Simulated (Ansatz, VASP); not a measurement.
## Two plane-wave programs on V2N3

```
CELL_PARAMETERS angstrom
2.90488 0.00000 0.00000
-1.45244 2.51570 0.00000
0.00000 0.00000 6.19635
ATOMIC_POSITIONS crystal
V 0.66667 0.33333 0.30212
V 0.33333 0.66667 0.69788
N 0.00000 0.00000 0.50000
N 0.00000 0.00000 0.10744
N 0.00000 0.00000 0.89256
```

Change from the starting cell: strain +0.0450 x Voigt [1, 1, 0, 0, 0, 0], atoms carried along.

Alike in both runs: task single point; functional PBEsol; k mesh 18 × 18 × 8; occupations gaussian, width 0.15 eV; no spin polarisation.

|  | VASP | Ansatz |
| --- | --- | --- |
| version | VASP 6.6.1 | Ansatz 0.2.0 |
| potentials or method | VASP PAW PBE potentials, release 64 (V_sv, N), cutoff 520 eV | scalar-relativistic, plane waves, PAW |
| valence electrons in the cell | 41 | 41 |

```csv
,VASP,Ansatz,Ansatz less VASP
gap on the k mesh at the Fermi level (eV),none,none,-
pressure (GPa),-20.4,-20.9,-0.50
"traceless stress, the component that is largest in VASP (GPa)",11.11,10.75,-0.363
rms of the force components (eV/Å),0.163,0.137,-0.0264
```

VASP's potentials were made for PBE, not for PBEsol. Atom by atom the forces differ by 0.030 eV/Å (rms over components). A gap of «none» marks a metal or a gap that the smearing closes. With one functional, cell and mesh, what is left measures potentials, basis and numerics.
